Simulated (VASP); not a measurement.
Runs of VASP 6.6.1 on SiC (Moissanite). The structure is that of space group P6_3mc (No. 186), or close to it. The cells are those of the table. 

```tsv
cell	gap on the mesh (eV)	pressure (GPa)	largest force (eV/Å)
a = 3.076, b = 3.076, c = 5.048 Å, angles 90.0, 90.0, 120.0°, 4 atoms	(a)	3.6	0.75
a = 3.126, b = 3.126, c = 5.131 Å, angles 90.0, 90.0, 120.0°, 4 atoms	2.41	-6.4	0.68
a = 3.151, b = 3.151, c = 5.171 Å, angles 90.0, 90.0, 120.0°, 4 atoms	2.45	(b)	0.65
a = 3.050, b = 3.050, c = 5.006 Å, angles 90.0, 90.0, 120.0°, 4 atoms	2.28	9.7	0.79
a = 3.175, b = 3.175, c = 5.211 Å, angles 90.0, 90.0, 120.0°, 4 atoms	2.42	-14.3	0.61
```

Alike in all rows: task single point; level PBE; potentials or basis VASP PAW PBE potentials, release 64 (Si, C); no spin polarisation; k mesh 12 × 12 × 4; cutoff (eV) 520; smearing fermi-dirac 0.05 eV.

Q: Estimate the missing entries.

A: (a) 2.32; (b) -10.6.

A k mesh can miss the band edges.
